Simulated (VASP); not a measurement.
Wanted: the native input for a VASP 6.6.1 run.

```
Task                   : relaxation of cell and atoms
Functional             : LDA
Potentials or basis    : VASP PAW LDA potentials, release 64 (S, Mg)
Cutoff                 : 600 eV
k mesh                 : 7 × 7 × 7
Occupations            : gaussian, width 0.01 eV
Spin                   : no spin polarisation
Dipole correction      : no
Further INCAR settings : ALGO = Normal; EDIFF = 1e-06; IBRION = 2; EDIFFG = -0.01; NSW = 60; ISIF = 3
```

The structure of MgS (Niningerite) lies in POSCAR:

```
MgS
1.0
    0.0000000000      2.6016500000      2.6016500000
    2.6016500000      0.0000000000      2.6016500000
    2.6016500000      2.6016500000      0.0000000000
S Mg
1 1
Direct
    0.5095920000      0.5018420000      0.5134750000
   -0.0059310000      0.0100320000     -0.0139670000
```

This cell differs from its parent crystal: atoms moved at random.

One way to write it, as run:

INCAR

```
SYSTEM = MgS
PREC = Accurate
ENCUT = 600
EDIFF = 1E-6
ISMEAR = 0
SIGMA = 0.01
LREAL = .FALSE.
LASPH = .TRUE.
NELM = 100
ALGO = Normal
ISIF = 3
LWAVE = .FALSE.
LCHARG = .FALSE.
GGA = CA
IBRION = 2
NSW = 60
EDIFFG = -0.01
```

KPOINTS

```
regular mesh
0
G
  7 7 7
  0 0 0
```

Potentials or basis: VASP PAW LDA potentials, release 64 (S, Mg).

Launch:

```sh
$ cat potpaw_LDA.64/S/POTCAR potpaw_LDA.64/Mg/POTCAR > POTCAR
$ mpirun -np 1 vasp_std > vasp.out
```

Results of the run:

| Property | Result |
| --- | --- |
| Relaxed volume | 16.76 Å³/atom |
| Relaxed cell | a = 3.619 Å, b = 3.619 Å, c = 3.619 Å, α = 60.00°, β = 60.00°, γ = 60.00° |
| Space group after relaxing (to 0.05 Å) | Fm-3m (No. 225) |
| Energy gained by relaxing | 20.4 meV/atom |
| Ionic steps | 10 |
| Pressure after relaxing | 0.0 GPa |
| Largest force after relaxing | 0.006 eV/Å |
| Band gap on the k mesh | 2.88 eV, indirect (least direct gap 3.89 eV) |

Caveat: the cell differs from its parent crystal (atoms moved at random).

Run time: 4.1 min on 1 thread of Intel Xeon 6975P-C, on a shared host, peak memory 0.21 GiB.
